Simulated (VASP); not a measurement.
# Ba3Ti4O11 in VASP: single point with PBEsol

Aim: the single point of Ba3Ti4O11 with PBEsol.

Everything below comes from runs of VASP 6.6.1. Logs are shortened: lines on timing, memory, paths and dates and some standing lists are left out, and cuts for length are marked.

### Step 1. The cell of the first run

The cell holds a slab with vacuum, 18 atoms: a = 3.970 Å, b = 3.970 Å, c = 26.910 Å, α = 90.00°, β = 90.00°, γ = 90.00°.

### Step 2. Single point, PBEsol

The input, INCAR:

```
PREC = Accurate ; ENCUT = 520
EDIFF = 1E-6 ; ISMEAR = 0
SIGMA = 0.05 ; LREAL = Auto
LASPH = T ; NELM = 100
ALGO = Normal ; ISIF = 2
LWAVE = F ; LCHARG = F
LDIPOL = T ; IDIPOL = 3
DIPOL = 0.5 0.5 0.500 ; GGA = PS
NBANDS = 87
```

The input, KPOINTS:

```
regular mesh
0
Gamma
  7 7 1
```

The input, POSCAR:

```
Ba3Ti4O11
1.0
    3.9698624749      0.0000000000      0.0000000000
    0.0000000000      3.9698624749      0.0000000000
    0.0000000000      0.0000000000     26.9096649063
Ti O Ba
4 11 3
Direct
    0.5000000000      0.5000000000      0.2832723174
    0.5000000000      0.5000000000      0.4270344906
    0.5000000000      0.5000000000      0.5729655096
    0.5000000000      0.5000000000      0.7167276829
    0.5000000000      0.0000000000      0.2793179071
    0.0000000000      0.5000000000      0.2793179071
    0.5000000000      0.5000000000      0.3522147109
    0.5000000000      0.0000000000      0.4264892111
    0.0000000000      0.5000000000      0.4264892111
    0.5000000000      0.5000000000      0.4999999994
    0.5000000000      0.0000000000      0.5735107880
    0.0000000000      0.5000000000      0.5735107880
    0.5000000000      0.5000000000      0.6477852891
    0.5000000000      0.0000000000      0.7206820936
    0.0000000000      0.5000000000      0.7206820936
    0.0000000000      0.0000000000      0.3488382922
    0.0000000000      0.0000000000      0.4999999999
    0.0000000000      0.0000000000      0.6511617086
```

Potentials or basis: VASP PAW PBE potentials, release 64 (Ti_sv, O, Ba_sv).

Started as:

```bash
> cat potpaw_PBE.64/Ti_sv/POTCAR potpaw_PBE.64/O/POTCAR potpaw_PBE.64/Ba_sv/POTCAR > POTCAR
> mpirun -np 1 vasp_std > vasp.out
```

OUTCAR:

```text
PREC = Accurate
   ENCUT = 520
   EDIFF = 1E-6
   ISMEAR = 0
   LREAL = Auto
   LASPH = T
   NELM = 100
   ISIF = 2
   GGA = PS

 ion  position               nearest neighbor table
   1  0.500  0.500  0.283-   7 1.86   6 1.99   5 1.99   5 1.99   6 1.99  16 3.32  16 3.32  16 3.32
                            16 3.32
   2  0.500  0.500  0.427-  10 1.96   9 1.98   8 1.98   8 1.98   9 1.98   7 2.01  17 3.43  17 3.43
                            17 3.43  17 3.43  16 3.51  16 3.51  16 3.51  16 3.51
   3  0.500  0.500  0.573-  10 1.96  11 1.98  12 1.98  11 1.98  12 1.98  13 2.01  17 3.43  17 3.43
                            17 3.43  17 3.43  18 3.51  18 3.51  18 3.51  18 3.51
   4  0.500  0.500  0.717-  13 1.86  14 1.99  15 1.99  14 1.99  15 1.99  18 3.32  18 3.32  18 3.32
                            18 3.32
   5  0.500  0.000  0.279-   1 1.99   1 1.99  16 2.73  16 2.73
   6  0.000  0.500  0.279-   1 1.99   1 1.99  16 2.73  16 2.73
   7  0.500  0.500  0.352-   1 1.86   2 2.01  16 2.81  16 2.81  16 2.81  16 2.81
   8  0.500  0.000  0.426-   2 1.98   2 1.98  17 2.80  17 2.80  16 2.88  16 2.88
   9  0.000  0.500  0.426-   2 1.98   2 1.98  17 2.80  17 2.80  16 2.88  16 2.88
  10  0.500  0.500  0.500-   2 1.96   3 1.96  17 2.81  17 2.81  17 2.81  17 2.81
  11  0.500  0.000  0.574-   3 1.98   3 1.98  17 2.80  17 2.80  18 2.88  18 2.88
  12  0.000  0.500  0.574-   3 1.98   3 1.98  17 2.80  17 2.80  18 2.88  18 2.88
  13  0.500  0.500  0.648-   4 1.86   3 2.01  18 2.81  18 2.81  18 2.81  18 2.81
  14  0.500  0.000  0.721-   4 1.99   4 1.99  18 2.73  18 2.73
  15  0.000  0.500  0.721-   4 1.99   4 1.99  18 2.73  18 2.73
  16  0.000  0.000  0.349-   5 2.73   6 2.73   6 2.73   5 2.73   7 2.81   7 2.81   7 2.81   7 2.81
                             8 2.88   9 2.88   8 2.88   9 2.88   1 3.32   1 3.32   1 3.32   1 3.32
  17  0.000  0.000  0.500-  11 2.80  12 2.80  12 2.80  11 2.80   9 2.80   8 2.80   8 2.80   9 2.80
                            10 2.81  10 2.81  10 2.81  10 2.81   2 3.43   2 3.43   2 3.43   2 3.43
  18  0.000  0.000  0.651-  14 2.73  15 2.73  15 2.73  14 2.73  13 2.81  13 2.81  13 2.81  13 2.81
                            11 2.88  12 2.88  12 2.88  11 2.88   4 3.32   4 3.32   4 3.32   4 3.32

  LATTYP: Found a simple tetragonal cell.
 ALAT       =     3.9698624749
 C/A-ratio  =     6.7784879392

  Lattice vectors:

 A1 = (   3.9698624749,   0.0000000000,   0.0000000000)
 A2 = (   0.0000000000,   3.9698624749,   0.0000000000)
 A3 = (   0.0000000000,   0.0000000000,  26.9096649063)

Analysis of symmetry for initial positions (statically):
=====================================================================
 Subroutine PRICEL returns:
 Original cell was already a primitive cell.

 Routine SETGRP: Setting up the symmetry group for a
 simple tetragonal supercell.

 Subroutine GETGRP returns: Found 16 space group operations
 (whereof 16 operations were pure point group operations)
 out of a pool of 16 trial point group operations.

The static configuration has the point symmetry D_4h.

Analysis of symmetry for dynamics (positions and initial velocities):
=====================================================================
 Subroutine PRICEL returns:
 Original cell was already a primitive cell.

 Routine SETGRP: Setting up the symmetry group for a
 simple tetragonal supercell.

 Subroutine GETGRP returns: Found 16 space group operations
 (whereof 16 operations were pure point group operations)
 out of a pool of 16 trial point group operations.

The dynamic configuration has the point symmetry D_4h.

 Subroutine INISYM returns: Found 16 space group operations
 (whereof 16 operations are pure point group operations),
 and found     1 'primitive' translations

----------------------------------------------------------------------------------------

                                     Primitive cell

  volume of cell :     424.0912

  direct lattice vectors                    reciprocal lattice vectors
     3.969862475  0.000000000  0.000000000     0.251897895  0.000000000  0.000000000
     0.000000000  3.969862475  0.000000000     0.000000000  0.251897895  0.000000000
     0.000000000  0.000000000 26.909664906     0.000000000  0.000000000  0.037161369

  length of vectors
     3.969862475  3.969862475 26.909664906     0.251897895  0.251897895  0.037161369

  position of ions in fractional coordinates (direct lattice)
     0.500000000  0.500000000  0.283272317
     0.500000000  0.500000000  0.427034491
     0.500000000  0.500000000  0.572965510
     0.500000000  0.500000000  0.716727683
     0.500000000  0.000000000  0.279317907
[... 49 lines left out ...]

  Length of vectors
     0.035985414  0.035985414  0.037161369

  Shift w.r.t. Gamma in fractional coordinates (k-lattice)
     0.000000000  0.000000000  0.000000000

 Subroutine IBZKPT returns following result:
 ===========================================

 Found     10 irreducible k-points:

 Following reciprocal coordinates:
            Coordinates               Weight
  0.000000  0.000000  0.000000      1.000000
  0.142857  0.000000  0.000000      4.000000
  0.285714  0.000000  0.000000      4.000000
  0.428571  0.000000  0.000000      4.000000
  0.142857  0.142857  0.000000      4.000000
  0.285714  0.142857  0.000000      8.000000
  0.428571  0.142857  0.000000      8.000000
  0.285714  0.285714  0.000000      4.000000
  0.428571  0.285714  0.000000      8.000000
  0.428571  0.428571  0.000000      4.000000
   k-points           NKPTS =     10   k-points in BZ     NKDIM =     10   number of bands    NBANDS=     87
   number of dos      NEDOS =    301   number of ions     NIONS =     18
   total plane-waves  NPLWV = 180000
   dimension x,y,z NGX =    30 NGY =   30 NGZ =  200
   dimension x,y,z NGXF=    60 NGYF=   60 NGZF=  400
   ions per type =               4  11   3
   NGX,Y,Z   is equivalent  to a cutoff of  12.56, 12.56, 12.36 a.u.
   NGXF,Y,Z  is equivalent  to a cutoff of  25.13, 25.13, 24.71 a.u.
 SYSTEM =  unknown system
   PREC   = accura    normal or accurate (medium, high low for compatibility)
   ISTART =      0    job   : 0-new  1-cont  2-samecut
   ICHARG =      2    charge: 1-file 2-atom 10-const
   ISPIN  =      1    spin polarized calculation?
   LNONCOLLINEAR =      F non collinear calculations
   LSORBIT =      F    spin-orbit coupling
   LASPH  =      T    aspherical Exc in radial PAW
   ENCUT  =  520.0 eV  38.22 Ry    6.18 a.u.   7.38  7.38 50.03*2*pi/ulx,y,z
   NELM   =    100;   NELMIN=  2; NELMDL= -5     # of ELM steps
   EDIFF  = 0.1E-05   stopping-criterion for ELM
   LREAL  =      T    real-space projection
   EDIFFG = 0.1E-04   stopping-criterion for IOM
   NSW    =      0    number of steps for IOM
   IBRION =     -1    ionic relax: 0-MD 1-quasi-New 2-CG
   NFREE  =      0    steps in history (QN), initial steepest desc. (CG)
   ISIF   =      2    stress and relaxation
   ISYM   =      2    0-nonsym 1-usesym 2-fastsym
   POTIM  = 0.5000    time-step for ionic-motion
   TEBEG  =    0.0;   TEEND  =   0.0 temperature during run
   PSTRESS=    0.0 pullay stress
   NELECT =     144.0000    total number of electrons
   NUPDOWN=      -1.0000    fix difference up-down
   EMIN   =  10.00;   EMAX   =-10.00  energy-range for DOS
   EFERMI =   0.00;   METHOD = LEGACY
   ISMEAR =     0;   SIGMA  =   0.05  broadening in eV -4-tet -1-fermi 0-gaus
   EFERMI_NEDOS =   21; number of points for ismear=-14 and -15
   IALGO  =     38    algorithm
   IMIX   =      4    mixing-type and parameters
     AMIX     =   0.40;   BMIX     =  1.00
     AMIX_MAG =   1.60;   BMIX_MAG =  1.00
  volume/ion in A,a.u.               =      23.56       158.99
  Fermi-wavevector in a.u.,A,eV,Ry     =   1.142113  2.158282 17.747755  1.304423
  Thomas-Fermi vector in A             =   2.278812
   LORBIT       =      0    0 simple, 1 ext, 2 COOP (PROOUT), +10 PAW based schemes
   GGA     = PS    functional components
   LHFCALC =     F    Hartree Fock is set to
   AEXX    =    0.0000 exact exchange contribution
   IVDW    =     0    specifies the selected vdW correction
   LEPSILON=     F    determine dielectric tensor
   LRPA    =     F    only Hartree local field effects (RPA)
 non-spin polarized calculation
 Gauss-broadening in eV      SIGMA  =   0.05
  energy-cutoff  :      520.00
  volume of cell :      424.09
 maximum number of plane-waves:     11517
 NGX is ok and might be reduce to    30
   NGX = 15   NGY = 15   NGZ =101

 number of electron     143.9999946 magnetization

 dipolmoment           0.000000      0.000000     -0.000000 electrons x Angstroem

 Free energy of the ion-electron system (eV)
  ---------------------------------------------------
  ext. energy  EPLUGINS =         0.00000000
  ---------------------------------------------------
  free energy    TOTEN  =      -151.64530172 eV

  energy without entropy =     -151.64530172  energy(sigma->0) =     -151.64530172

 E-fermi :  -0.0715     XC(G=0):  -6.4925

 val. band max:       -0.3051364961   @ k =   0.4286   0.4286   0.0000
 cond. band min:       0.5342473962   @ k =   0.0000   0.0000   0.0000
 fundamental gap:      0.8393838923
 Fermi energy:        -0.0714581354

 k-point     1 :       0.0000    0.0000    0.0000
  band No.  band energies     occupation
      1     -57.5992      2.00000
      2     -57.5984      2.00000
      3     -57.1383      2.00000
      4     -57.1383      2.00000
      5     -34.0243      2.00000
      6     -33.9894      2.00000
[... 859 lines left out ...]
     83       3.2961      0.00000
     84       3.4715      0.00000
 [bands above 84 left out]

------------------------ aborting loop because EDIFF is reached ----------------------------------------

 vacuum level on the upper side and lower side of the slab       (xc-potential included)        -0.165        -0.165

  FORCE on cell =-STRESS in cart. coord.  units (eV):
  Direction    XX          YY          ZZ          XY          YZ          ZX
  --------------------------------------------------------------------------------------
  -------------------------------------------------------------------------------------
  Total       -4.9870065     -4.9870065      2.4291504      0.0000000      0.0000000     -0.0000000
  in kB      -18.8404512    -18.8404512      9.1771066      0.0000000      0.0000000     -0.0000000
  external PRESSURE =      -9.5012653 kB  Pullay stress =       0.0000000 kB

 VOLUME and BASIS-vectors are now :
 -----------------------------------------------------------------------------
  energy-cutoff  :      520.00
  volume of cell :      424.09
      direct lattice vectors                 reciprocal lattice vectors
     3.969862475  0.000000000  0.000000000     0.251897895  0.000000000  0.000000000
     0.000000000  3.969862475  0.000000000     0.000000000  0.251897895  0.000000000
     0.000000000  0.000000000 26.909664906     0.000000000  0.000000000  0.037161369

 POSITION                                       TOTAL-FORCE (eV/Angst)
 -----------------------------------------------------------------------------------
      1.98493      1.98493      7.62276         0.000000     -0.000000     -0.110233
      1.98493      1.98493     11.49136        -0.000000     -0.000000     -0.007667
      1.98493      1.98493     15.41831         0.000000     -0.000000      0.007667
      1.98493      1.98493     19.28690         0.000000     -0.000000      0.110233
      1.98493      0.00000      7.51635         0.000000      0.000000     -0.084692
      0.00000      1.98493      7.51635         0.000000      0.000000     -0.084692
[... 10 lines left out ...]
      0.00000      0.00000     13.45483         0.000000      0.000000     -0.000000
      0.00000      0.00000     17.52254         0.000000      0.000000     -0.073086
 -----------------------------------------------------------------------------------
    total drift:                                0.000000      0.000000     -0.000025

  FREE ENERGIE OF THE ION-ELECTRON SYSTEM (eV)
  ---------------------------------------------------
  free  energy   TOTEN  =      -151.6453017193 eV

  energy  without entropy=     -151.6453017193  energy(sigma->0) =     -151.64530172

 vacuum level on the upper side and lower side of the slab         5.185         5.185
```

It took 27 min on 1 thread of Oxide Virtual Turin-like, shared host; peak memory 0.53 GiB.

What came out:

```yaml
Free_energy: -151.6453 eV
Largest_force: 0.110 eV/Å
Band_gap_on_the_k_mesh: 0.84 eV, indirect (least direct gap 1.42 eV)
```

Forces in eV/Å, atoms in the order of the input:
```
Ti   0.000  0.000 -0.110
Ti   0.000  0.000 -0.008
Ti   0.000  0.000  0.008
Ti   0.000  0.000  0.110
O    0.000  0.000 -0.085
O    0.000  0.000 -0.085
O    0.000  0.000  0.065
O    0.000  0.000 -0.014
O    0.000  0.000 -0.014
O    0.000  0.000  0.000
O    0.000  0.000  0.014
O    0.000  0.000  0.014
O    0.000  0.000 -0.065
O    0.000  0.000  0.085
O    0.000  0.000  0.085
Ba   0.000  0.000  0.073
Ba   0.000  0.000  0.000
Ba   0.000  0.000 -0.073
```

Caveat: the PAW data sets were made with another functional, which shifts forces and pressure a little; spin-orbit coupling is left out, which moves the levels of the heavy elements.
